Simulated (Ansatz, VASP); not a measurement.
Two plane-wave programs on Al

```
Al
1.0
     2.92700    0.00000    0.00000
    -1.46350    2.53486    0.00000
     0.00000    0.00000    9.24105
Al
4
Direct
  0.78433 0.00000 0.00000
  0.33333 0.66667 0.25000
  0.21567 0.00000 0.50000
  0.66667 0.33333 0.75000
```

Change from the starting cell: mode 4 frozen in at -0.607 Å, equal normal strain along x and y +0.0400.

Alike in both runs: task single point; functional PBE; dispersion D3(BJ); k mesh 18 × 18 × 4; occupations gaussian, width 0.15 eV; no spin polarisation.

|  | VASP | Ansatz |
| --- | --- | --- |
| version | VASP 6.6.1 | Ansatz 0.2.0 |
| potentials or method | VASP PAW PBE potentials, release 64 (Al), cutoff 520 eV | scalar-relativistic, plane waves, PAW |
| valence electrons in the cell | 12 | 12 |

|  | VASP | Ansatz | Ansatz less VASP |
| --- | --- | --- | --- |
| gap on the k mesh at the Fermi level (eV) | none | none | - |
| pressure (GPa) | -2.7 | -2.7 | +0.01 |
| traceless stress, the component that is largest in VASP (GPa) | 5.44 | 5.44 | +0.003 |
| rms of the force components (eV/Å) | 0.259 | 0.259 | +0.0002 |

Atom by atom the forces differ by 0.000 eV/Å (rms over components). A gap of «none» marks a metal or a gap that the smearing closes.
